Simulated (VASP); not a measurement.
Wanted: the native input for a VASP 6.6.1 run.

```
Task                   : single point
Functional             : PBE
Potentials or basis    : VASP PAW PBE potentials, release 64 (Re_sv_GW)
Cutoff                 : 560 eV
k mesh                 : 10 × 10 × 10
Occupations            : gaussian, width 0.15 eV
Spin                   : no spin polarisation
Dipole correction      : no
Further INCAR settings : ALGO = Normal; EDIFF = 1e-06; NBANDS = 14
```

The structure of Re lies in POSCAR:

```
Re
1.0
    0.0000000000      2.3041854906      1.5262924690
    2.3041854906      0.0000000000      1.5262924690
    2.3041854906      2.3041854906      0.0000000000
Re
1
Direct
    0.0000000000      0.0000000000      0.0000000000
```

One way to write it, as run:

INCAR

```
ALGO = Normal
EDIFF = 1E-6
ENCUT = 560
GGA = PE
GGA_COMPAT = False
ISIF = 2
ISMEAR = 0
LASPH = True
LCHARG = False
LREAL = False
LWAVE = False
NBANDS = 14
NELM = 120
PREC = Accurate
SIGMA = 0.15
```

KPOINTS

```
k-points
0
Gamma
  10 10 10
```

Potentials or basis: VASP PAW PBE potentials, release 64 (Re_sv_GW).

Run with:

```console
$ cat potpaw_PBE.64/Re_sv_GW/POTCAR > POTCAR
$ mpirun -np 1 vasp_std > vasp.out
```

It gave:

The pressure is -22.7 GPa and the band gap on the k mesh is zero (an odd number of electrons rules out a gap without spin polarisation).

Caveat: the cell stands under tension; spin-orbit coupling is left out, which moves the levels of the heavy elements.

It took 34 s on 1 thread of AMD EPYC 7R43 64-Core Processor (Zen 3) (shared host), peak memory 0.13 GiB.
